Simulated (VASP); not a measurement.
Crystal: KZr2.

```
K Zr
1.0
     0.00000    3.57912    3.57912
     3.57912    0.00000    3.57912
     3.57912    3.57912    0.00000
K Zr
1 2
Direct
  0.00000 0.00000 0.00000
  0.25000 0.25000 0.25000
  0.75000 0.75000 0.75000
```

Base run:

| Quantity | Value |
| --- | --- |
| Program | VASP 6.6.1 |
| Functional | r2SCAN |
| Potentials or basis | VASP PAW PBE potentials, release 64 (K_sv, Zr_sv) |
| Cutoff | 520 eV |
| k mesh | 7 × 7 × 7 |
| Occupations | fermi-dirac, width 0.05 eV |
| Spin | no spin polarisation |

Its results: pressure -0.3 GPa.

Q: The run is repeated on the same cell with these changes: functional from r2SCAN to revPBE. What comes out?

A: Pressure 1.2 GPa.

Caveats: the PAW data sets were made with another functional, which shifts forces and pressure a little.
